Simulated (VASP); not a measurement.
Here is a VASP 6.6.1 calculation.

The input INCAR:

```
SYSTEM = Si2As2O
ALGO = Normal ; EDIFF = 1E-7
ENCUT = 520 ; GGA = PE
ISIF = 2 ; ISMEAR = 0
LASPH = .TRUE. ; LCHARG = .FALSE.
LREAL = .FALSE. ; LWAVE = .FALSE.
NBANDS = 20 ; NELM = 60
PREC = Accurate ; SIGMA = 0.1
```

File KPOINTS:

```
k-points
0
G
  6 6 4
  0 0 0
```

Contents of POSCAR:

```
Si2As2O
1.0
    4.2464408400      0.0000000000      0.0000000000
   -2.1232204200      3.6775256500      0.0000000000
    0.0000000000      0.0000000000      6.2441367000
Si As O
2 2 1
Direct
    0.3333333300      0.6666666700      0.5000000000
    0.6666666700      0.3333333300      0.5000000000
    0.3333333300      0.6666666700      0.0000000000
    0.6666666700      0.3333333300      0.0000000000
    0.0000000000      0.0000000000      0.5000000000
```

Potentials or basis: VASP PAW PBE potentials, release 64 (Si, As, O).

The run is started by

```bash
$ cat potpaw_PBE.64/Si/POTCAR potpaw_PBE.64/As/POTCAR potpaw_PBE.64/O/POTCAR > POTCAR
$ mpirun -np 1 vasp_std > vasp.out
```

Problem. Predict the pressure.

Solution. -2.2 GPa.

Problem. What does it give for the band gap on the k mesh?

Solution. Zero (bands 12 and 13 overlap by 1.37 eV).

Stress tensor (GPa, compression positive):
```
  2.57   0.00   0.00
  0.00   2.57   0.00
  0.00   0.00 -11.76
```
